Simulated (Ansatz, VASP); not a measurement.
**Al14Cu in VASP and in Ansatz**

```
Al Cu
1.0
     4.23302    2.44394    0.00000
    -4.23302    2.44394    0.00000
     0.00000    0.00000   21.21667
Al Cu
14 1
Cartesian
  0.0022 0.0013 5.9810
  -1.4110 2.4414 5.9810
  1.4088 2.4452 5.9810
  -2.8040 3.2690 8.3512
  -0.0180 3.2690 8.3512
  -1.4110 0.7939 8.3512
  -2.8220 1.6293 10.6083
  0.0000 1.6293 10.6083
  -0.0180 -0.0104 12.8654
  -1.4110 2.4647 12.8654
  1.4290 2.4335 12.8654
  -2.8242 3.2573 15.2356
  0.0022 3.2573 15.2356
  -1.4110 0.8171 15.2356
  -1.4110 4.0732 10.6083
```

Alike in both runs: functional r2SCAN; k mesh 6 × 6 × 1; occupations methfessel-paxton of order 1, width 0.1 eV; no spin polarisation.

Ansatz relaxed the structure, and its values are those at the end. VASP's run is a single point on that final structure, the one shown.

```csv
,VASP,Ansatz
version,VASP 6.6.1,Ansatz 0.2.0
potentials or method,"VASP PAW PBE potentials, release 64 (Al, Cu), cutoff 520 eV","scalar-relativistic, plane waves, PAW"
valence electrons in the cell,53,61
```

```csv
,VASP,Ansatz,Ansatz less VASP
gap on the k mesh at the Fermi level (eV),none,none,-
rms of the force components (eV/Å),0.009,0.013,+0.0039
```

VASP's potentials were made for PBE, not for r2SCAN. A gap of «none» marks a metal or a gap that the smearing closes. VASP's potentials hold 53 valence electrons a cell and Ansatz's 61, so a difference there can come from the potentials and not from the codes. Ansatz's warnings: structure snapped to symmetry, vacuum density over bound.
